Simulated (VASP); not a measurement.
# V (I4_1/amd) in VASP: further runs

The runs below take V through single point, with PBE.

Everything below comes from runs of VASP 6.6.1. Logs are shortened: lines on timing, memory, paths and dates and some standing lists are left out, and cuts for length are marked.

### 1 The cell of the first run

The structure is tetragonal, space group I4_1/amd (No. 141). Conventional cell: a = 4.709 Å, b = 4.709 Å, c = 2.569 Å, α = 90.00°, β = 90.00°, γ = 90.00°. V (site symmetry -4m2) has 10 V at 2.44 to 3.04 Å within 3.2 Å.

### 2 Single point, PBE, collinear spin, ferromagnetic start

File INCAR:

```
SYSTEM = V
PREC = Accurate
ENCUT = 520
EDIFF = 1E-6
ISMEAR = 0
SIGMA = 0.1
LREAL = .FALSE.
LASPH = .TRUE.
NELM = 150
ALGO = Normal
ISIF = 2
LWAVE = .FALSE.
LCHARG = .TRUE.
ISPIN = 2
MAGMOM = 2 2
LORBIT = 11
LMAXMIX = 4
GGA = PE
LELF = .TRUE.
LVHAR = .TRUE.
NBANDS = 24
```

File KPOINTS:

```
Automatic mesh
0
G
  8 8 8
  0 0 0
```

File POSCAR:

```
V
1.0
   -2.3544392031      2.3544392031      1.2843900470
    2.3544392031     -2.3544392031      1.2843900470
    2.3544392031      2.3544392031     -1.2843900470
V
2
Direct
    0.0000000000      0.0000000000      0.0000000000
    0.7500000000      0.2500000000      0.5000000000
```

Potentials or basis: VASP PAW PBE potentials, release 64 (V_sv).

The run is started by

```bash
> cat potpaw_PBE.64/V_sv/POTCAR > POTCAR
> mpirun -np 1 vasp_std > vasp.out
```

OUTCAR:

```text
SYSTEM = V
   PREC = Accurate
   ENCUT = 520
   EDIFF = 1E-6
   ISMEAR = 0
   LREAL = .FALSE.
   LASPH = .TRUE.
   NELM = 150
   ISIF = 2
   ISPIN = 2
   LORBIT = 11
   GGA = PE

 ion  position               nearest neighbor table
   1  0.000  0.000  0.000-   2 2.44   2 2.44   2 2.44   2 2.44
   2  0.750  0.250  0.500-   1 2.44   1 2.44   1 2.44   1 2.44

  LATTYP: Found a body centered tetragonal cell.
 ALAT       =     4.7088784062
 C/A-ratio  =     0.5455184595

  Lattice vectors:

 A1 = (  -2.3544392031,   2.3544392031,   1.2843900470)
 A2 = (   2.3544392031,  -2.3544392031,   1.2843900470)
 A3 = (   2.3544392031,   2.3544392031,  -1.2843900470)

Analysis of symmetry for initial positions (statically):
=====================================================================
 Subroutine PRICEL returns:
 Original cell was already a primitive cell.

 Routine SETGRP: Setting up the symmetry group for a
 body centered tetragonal supercell.

 Subroutine GETGRP returns: Found 16 space group operations
 (whereof  8 operations were pure point group operations)
 out of a pool of 16 trial point group operations.

The static configuration has the point symmetry D_2d.
 The point group associated with its full space group is D_4h.

Analysis of symmetry for dynamics (positions and initial velocities):
=====================================================================
 Subroutine PRICEL returns:
 Original cell was already a primitive cell.

 Routine SETGRP: Setting up the symmetry group for a
 body centered tetragonal supercell.

 Subroutine GETGRP returns: Found 16 space group operations
 (whereof  8 operations were pure point group operations)
 out of a pool of 16 trial point group operations.

The dynamic configuration has the point symmetry D_2d.
 The point group associated with its full space group is D_4h.

Analysis of structural, dynamic, and magnetic symmetry:
=====================================================================
 Subroutine PRICEL returns:
 Original cell was already a primitive cell.

 Routine SETGRP: Setting up the symmetry group for a
 body centered tetragonal supercell.

 Subroutine GETGRP returns: Found 16 space group operations
 (whereof  8 operations were pure point group operations)
 out of a pool of 16 trial point group operations.

The overall configuration has the point symmetry D_2d.
 The point group associated with its full space group is D_4h.

 Subroutine INISYM returns: Found 16 space group operations
 (whereof  8 operations are pure point group operations),
 and found     1 'primitive' translations

----------------------------------------------------------------------------------------

                                     Primitive cell

  volume of cell :      28.4795

  direct lattice vectors                    reciprocal lattice vectors
    -2.354439203  2.354439203  1.284390047     0.000000000  0.212364796  0.389289843
     2.354439203 -2.354439203  1.284390047     0.212364796  0.000000000  0.389289843
     2.354439203  2.354439203 -1.284390047     0.212364796  0.212364796  0.000000000

  length of vectors
     3.568812928  3.568812928  3.568812928     0.443447165  0.443447165  0.300329174

  position of ions in fractional coordinates (direct lattice)
     0.000000000  0.000000000  0.000000000
     0.750000000  0.250000000  0.500000000

  ion indices of the primitive-cell ions
   primitive index   ion index
                 1           1
                 2           2

----------------------------------------------------------------------------------------

 KPOINTS: Automatic mesh

Automatic generation of k-mesh.
 Grid dimensions read from file:
 generate k-points for:    8    8    8

 Generating k-lattice:

  Cartesian coordinates                     Fractional coordinates (reciprocal lattice)
     0.000000000  0.026545599  0.048661230     0.125000000 -0.000000000  0.000000000
     0.026545599  0.000000000  0.048661230    -0.000000000  0.125000000  0.000000000
     0.026545599  0.026545599  0.000000000     0.000000000  0.000000000  0.125000000

  Length of vectors
     0.055430896  0.055430896  0.037541147

  Shift w.r.t. Gamma in fractional coordinates (k-lattice)
     0.000000000  0.000000000  0.000000000

 Subroutine IBZKPT returns following result:
 ===========================================

 Found     59 irreducible k-points:

 Following reciprocal coordinates:
            Coordinates               Weight
  0.000000  0.000000  0.000000      1.000000
  0.125000 -0.000000  0.000000      8.000000
  0.250000 -0.000000  0.000000      8.000000
  0.375000 -0.000000  0.000000      8.000000
  0.500000 -0.000000  0.000000      4.000000
  0.125000  0.125000  0.000000      8.000000
[... 16 lines left out ...]
  0.250000  0.125000  0.125000     16.000000
  0.375000  0.125000  0.125000      8.000000
 [... further k-points ...]
   k-points           NKPTS =     59   k-points in BZ     NKDIM =     59   number of bands    NBANDS=     24
   number of dos      NEDOS =    301   number of ions     NIONS =      2
   total plane-waves  NPLWV =  21952
   dimension x,y,z NGX =    28 NGY =   28 NGZ =   28
   dimension x,y,z NGXF=    56 NGYF=   56 NGZF=   56
   ions per type =               2
   NGX,Y,Z   is equivalent  to a cutoff of  13.04, 13.04, 13.04 a.u.
   NGXF,Y,Z  is equivalent  to a cutoff of  26.09, 26.09, 26.09 a.u.
 SYSTEM =  V
   PREC   = accura    normal or accurate (medium, high low for compatibility)
   ISTART =      0    job   : 0-new  1-cont  2-samecut
   ICHARG =      2    charge: 1-file 2-atom 10-const
   ISPIN  =      2    spin polarized calculation?
   LNONCOLLINEAR =      F non collinear calculations
   LSORBIT =      F    spin-orbit coupling
   LASPH  =      T    aspherical Exc in radial PAW
   ENCUT  =  520.0 eV  38.22 Ry    6.18 a.u.   6.64  6.64  6.64*2*pi/ulx,y,z
   NELM   =    150;   NELMIN=  2; NELMDL= -5     # of ELM steps
   EDIFF  = 0.1E-05   stopping-criterion for ELM
   LREAL  =      F    real-space projection
   EDIFFG = 0.1E-04   stopping-criterion for IOM
   NSW    =      0    number of steps for IOM
   IBRION =     -1    ionic relax: 0-MD 1-quasi-New 2-CG
   NFREE  =      0    steps in history (QN), initial steepest desc. (CG)
   ISIF   =      2    stress and relaxation
   ISYM   =      2    0-nonsym 1-usesym 2-fastsym
   POTIM  = 0.5000    time-step for ionic-motion
   TEBEG  =    0.0;   TEEND  =   0.0 temperature during run
   PSTRESS=    0.0 pullay stress
   NELECT =      26.0000    total number of electrons
   NUPDOWN=      -1.0000    fix difference up-down
   EMIN   =  10.00;   EMAX   =-10.00  energy-range for DOS
   EFERMI =   0.00;   METHOD = LEGACY
   ISMEAR =     0;   SIGMA  =   0.10  broadening in eV -4-tet -1-fermi 0-gaus
   EFERMI_NEDOS =   21; number of points for ismear=-14 and -15
   IALGO  =     38    algorithm
   IMIX   =      4    mixing-type and parameters
     AMIX     =   0.40;   BMIX     =  1.00
     AMIX_MAG =   1.60;   BMIX_MAG =  1.00
  volume/ion in A,a.u.               =      14.24        96.09
  Fermi-wavevector in a.u.,A,eV,Ry     =   1.588140  3.001149 34.316439  2.522187
  Thomas-Fermi vector in A             =   2.687189
   LORBIT       =     11    0 simple, 1 ext, 2 COOP (PROOUT), +10 PAW based schemes
   GGA     = PE    functional components
   LHFCALC =     F    Hartree Fock is set to
   AEXX    =    0.0000 exact exchange contribution
   IVDW    =     0    specifies the selected vdW correction
   LEPSILON=     F    determine dielectric tensor
   LRPA    =     F    only Hartree local field effects (RPA)
 spin polarized calculation
 Gauss-broadening in eV      SIGMA  =   0.10
  energy-cutoff  :      520.00
  volume of cell :       28.48
 maximum number of plane-waves:       788
   NGX = 13   NGY = 13   NGZ = 13

 number of electron      25.9999986 magnetization      -0.0188046

 number of electron      25.9999986 magnetization       0.0009676

 Free energy of the ion-electron system (eV)
  ---------------------------------------------------
  ext. energy  EPLUGINS =         0.00000000
  ---------------------------------------------------
  free energy    TOTEN  =       -17.05443017 eV

  energy without entropy =      -17.04219910  energy(sigma->0) =      -17.04831464

 E-fermi :   9.3346     XC(G=0): -12.5313

 val. band max:        9.2769548622   @ k =  -0.2500   0.5000   0.1250
 cond. band min:       9.3441946155   @ k =   0.3750   0.3750   0.1250
 fundamental gap:      0.0672397533
 Fermi energy:         9.3345545101

 spin component 1

 k-point     1 :       0.0000    0.0000    0.0000
  band No.  band energies     occupation
      1     -54.6746      1.00000
      2     -54.3239      1.00000
      3     -28.8115      1.00000
      4     -28.8115      1.00000
      5     -27.9702      1.00000
      6     -27.9587      1.00000
[... 16 lines left out ...]
     23      25.5982      0.00000
     24      28.0739      0.00000

 k-point     2 :       0.1250   -0.0000    0.0000
  band No.  band energies     occupation
      1     -54.6491      1.00000
      2     -54.3217      1.00000
      3     -28.8020      1.00000
      4     -28.7635      1.00000
      5     -28.0850      1.00000
      6     -28.0626      1.00000
[... 16 lines left out ...]
     23      25.5985      0.00000
     24      27.2423      0.00000

 k-point     3 :       0.2500   -0.0000    0.0000
  band No.  band energies     occupation
      1     -54.5845      1.00000
      2     -54.3188      1.00000
      3     -28.7787      1.00000
      4     -28.6612      1.00000
      5     -28.3445      1.00000
      6     -28.2726      1.00000
[... 16 lines left out ...]
     23      24.2337      0.00000
     24      25.7125      0.00000
[... 514 lines left out ...]
 k-point    23 :       0.2500    0.1250    0.1250
  band No.  band energies     occupation
      1     -54.4914      1.00000
      2     -54.3443      1.00000
      3     -28.7542      1.00000
      4     -28.6343      1.00000
      5     -28.5307      1.00000
      6     -28.3509      1.00000
[... 16 lines left out ...]
     23      23.8240      0.00000
     24      25.6073      0.00000

 k-point    24 :       0.3750    0.1250    0.1250
  band No.  band energies     occupation
      1     -54.4568      1.00000
      2     -54.3508      1.00000
      3     -28.8184      1.00000
      4     -28.6908      1.00000
      5     -28.5625      1.00000
      6     -28.2618      1.00000
[... 16 lines left out ...]
     23      24.2774      0.00000
     24      25.0123      0.00000

 [... further k-points ...]

 spin component 2

 k-point     1 :       0.0000    0.0000    0.0000
  band No.  band energies     occupation
      1     -54.6741      1.00000
      2     -54.3234      1.00000
      3     -28.8110      1.00000
      4     -28.8110      1.00000
      5     -27.9698      1.00000
      6     -27.9583      1.00000
[... 16 lines left out ...]
     23      25.5985      0.00000
     24      28.0741      0.00000

 k-point     2 :       0.1250   -0.0000    0.0000
  band No.  band energies     occupation
      1     -54.6486      1.00000
      2     -54.3212      1.00000
      3     -28.8015      1.00000
      4     -28.7631      1.00000
      5     -28.0846      1.00000
      6     -28.0622      1.00000
[... 16 lines left out ...]
     23      25.5988      0.00000
     24      27.2425      0.00000

 k-point     3 :       0.2500   -0.0000    0.0000
  band No.  band energies     occupation
      1     -54.5841      1.00000
      2     -54.3184      1.00000
      3     -28.7782      1.00000
      4     -28.6608      1.00000
      5     -28.3441      1.00000
      6     -28.2722      1.00000
[... 16 lines left out ...]
     23      24.2340      0.00000
     24      25.7128      0.00000
[... 514 lines left out ...]
 k-point    23 :       0.2500    0.1250    0.1250
  band No.  band energies     occupation
      1     -54.4910      1.00000
      2     -54.3439      1.00000
      3     -28.7537      1.00000
      4     -28.6339      1.00000
      5     -28.5303      1.00000
      6     -28.3505      1.00000
[... 16 lines left out ...]
     23      23.8243      0.00000
     24      25.6075      0.00000

 k-point    24 :       0.3750    0.1250    0.1250
  band No.  band energies     occupation
      1     -54.4564      1.00000
      2     -54.3503      1.00000
      3     -28.8180      1.00000
      4     -28.6904      1.00000
      5     -28.5620      1.00000
      6     -28.2614      1.00000
[... 16 lines left out ...]
     23      24.2777      0.00000
     24      25.0125      0.00000

 [... further k-points ...]
[... 5 lines left out ...]
  --------------------------------------------------------------------------------------
  -------------------------------------------------------------------------------------
  Total       -0.5204347     -0.5204347     -0.2414328      0.0000000     -0.0000000      0.0000000
  in kB      -29.2782387    -29.2782387    -13.5823489      0.0000000     -0.0000000      0.0000000
  external PRESSURE =     -24.0462754 kB  Pullay stress =       0.0000000 kB

 VOLUME and BASIS-vectors are now :
 -----------------------------------------------------------------------------
  energy-cutoff  :      520.00
  volume of cell :       28.48
      direct lattice vectors                 reciprocal lattice vectors
    -2.354439203  2.354439203  1.284390047     0.000000000  0.212364796  0.389289843
     2.354439203 -2.354439203  1.284390047     0.212364796  0.000000000  0.389289843
     2.354439203  2.354439203 -1.284390047     0.212364796  0.212364796  0.000000000

 POSITION                                       TOTAL-FORCE (eV/Angst)
 -----------------------------------------------------------------------------------
      0.00000      0.00000      0.00000        -0.000000      0.000000      0.000000
      0.00000      2.35444      0.64220         0.000000     -0.000000     -0.000000
 -----------------------------------------------------------------------------------
    total drift:                               -0.000000      0.000000      0.000000

  FREE ENERGIE OF THE ION-ELECTRON SYSTEM (eV)
  ---------------------------------------------------
  free  energy   TOTEN  =       -17.0544301692 eV

  energy  without entropy=      -17.0421991017  energy(sigma->0) =      -17.04831464

 total charge

# of ion       s       p       d       tot
------------------------------------------
    1        2.332   6.183   3.175  11.690
    2        2.332   6.183   3.175  11.690
--------------------------------------------------
tot          4.664  12.366   6.350  23.381

 magnetization (x)

# of ion       s       p       d       tot
------------------------------------------
    1        0.000   0.000   0.000   0.000
    2        0.000   0.000   0.000   0.000
--------------------------------------------------
tot          0.000   0.000   0.000   0.000
```

Run time: 48 s. Hardware: 1 thread of Intel Xeon 6975P-C (Granite Rapids), shared host; peak memory 0.2 GiB.

What came out:

```yaml
Free_energy: -17.0544 eV
Pressure: -2.4 GPa
Band_gap_on_the_k_mesh: zero (filled and empty bands overlap)
Net_moment: 0.00 μB per cell
Valence_electrons_inside_the_program's_atomic_spheres: V 11.69
```

Stress tensor (GPa, compression positive):
```
-2.93  0.00  0.00
 0.00 -2.93  0.00
 0.00  0.00 -1.36
```

### 3 Single point, PBE

This run uses another cell than the first one, of 13.99 Å³/atom, 0.983 times its volume.

File INCAR:

```
ALGO = Normal ; EDIFF = 1E-7
ENCUT = 520 ; GGA = PE
ISIF = 2 ; ISMEAR = 0
LASPH = True ; LCHARG = False
LREAL = False ; LWAVE = False
NBANDS = 20 ; NELM = 100
PREC = Accurate ; SIGMA = 0.1
```

File KPOINTS:

```
k-points
0
Gamma
  24 24 24
```

File POSCAR:

```
V
1.0
   -2.3275893221      2.3275893221      1.2915595536
    2.3275893221     -2.3275893221      1.2915595536
    2.3275893221      2.3275893221     -1.2915595536
V
2
Direct
    0.0000000000      0.0000000000      0.0000000000
    0.7500000000      0.2500000000      0.5000000000
```

Potentials or basis: VASP PAW PBE potentials, release 64 (V_sv).

The run is started by

```bash
> cat potpaw_PBE.64/V_sv/POTCAR > POTCAR
> mpirun -np 1 vasp_std > vasp.out
```

Run time: 4.6 min. Hardware: 1 thread of Intel Xeon 6975P-C (Granite Rapids), shared host; peak memory 0.54 GiB.

Results (log left out):

| Item | Value |
| --- | --- |
| Free energy | -17.0478 eV |
| Pressure | 0.3 GPa |
| Band gap on the k mesh | zero (band 13 reaches 10.10 eV, above the bottom of band 14 at 9.10 eV) |

Stress tensor (GPa, compression positive):
```
0.36 0.00 0.00
0.00 0.36 0.00
0.00 0.00 0.21
```

Levels at points of the mesh, in eV from the Fermi level:
| k point | band 9 | band 10 | band 11 | band 12 | band 13 | band 14 | band 15 | band 16 | band 17 | band 18 |
| --- | --- | --- | --- | --- | --- | --- | --- | --- | --- | --- |
| (0.00, 0.00, 0.00) | -6.69 | -3.68 | -1.87 | -1.35 | -0.69 | 1.86 | 1.86 | 1.91 | 1.91 | 3.54 |
| (0.50, 0.00, 0.00) | -3.05 | -2.92 | -1.72 | -0.98 | 0.53 | 0.62 | 0.76 | 2.07 | 2.97 | 3.01 |
| (0.50, 0.50, 0.00) | -3.60 | -3.60 | -1.30 | -1.30 | -0.21 | -0.21 | 1.47 | 1.47 | 2.63 | 2.63 |
| (0.50, 0.50, 0.50) | -2.74 | -2.74 | -0.72 | -0.72 | 0.10 | 0.10 | 1.52 | 1.52 | 2.18 | 2.18 |
